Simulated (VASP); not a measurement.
A run of VASP 6.6.1:

File POSCAR:

```
MgI2
1.0
    4.1572130713      0.0000000000      0.0000000000
   -2.0786065356      3.6002521287      0.0000000000
    0.0000000000      0.0000000000      6.8733252316
Mg I
1 2
Direct
    0.0000000000      0.0000000000      0.0000000000
    0.3333333333      0.6666666667      0.2426220932
    0.6666666667      0.3333333333      0.7573779068
```

INCAR.step1

```
ALGO = Normal
EDIFF = 1E-8
ENCUT = 500
GGA = PE
ISMEAR = 0
LASPH = T
LCHARG = F
LREAL = F
LWAVE = T
NELM = 80
PREC = Accurate
SIGMA = 0.01
```

INCAR.step2

```
ALGO = Exact
EDIFF = 1E-8
ENCUT = 500
GGA = PE
ISMEAR = 0
ISTART = 1
LASPH = T
LCHARG = F
LOPTICS = T
LREAL = F
LWAVE = T
NBANDS = 175
NELM = 1
PREC = Accurate
SIGMA = 0.01
```

File INCAR.step3:

```
ALGO = EVGW0
EDIFF = 1E-8
ENCUT = 500
ENCUTGW = 80.0
GGA = PE
ISMEAR = 0
ISTART = 1
LASPH = T
LCHARG = F
LREAL = F
LWAVE = F
NBANDS = 175
NBANDSGW = 16
NELMGW = 1
NOMEGA = 48
PREC = Accurate
PRECFOCK = Fast
SIGMA = 0.01
```

File KPOINTS:

```
k-points
0
Gamma
  6 6 4
```

Potentials or basis: VASP PAW PBE potentials, release 64 (Mg_GW, I_GW).

Launch:

```console
$ cat potpaw_PBE.64/Mg_GW/POTCAR potpaw_PBE.64/I_GW/POTCAR > POTCAR
$ cp INCAR.step1 INCAR
$ mpirun -np 1 vasp_std > vasp.out
$ cp INCAR.step2 INCAR
$ mpirun -np 1 vasp_std > vasp.out
$ cp INCAR.step3 INCAR
$ mpirun -np 1 vasp_std > vasp.out
```

Hardware: 1 thread of Intel Xeon 8259CL (shared host).

Q: How long does it take, and how much memory?

A: Wall time 90 min on 1 thread of Intel Xeon 8259CL, on a shared host, peak memory 3.3 GiB. Counts: k points 24.
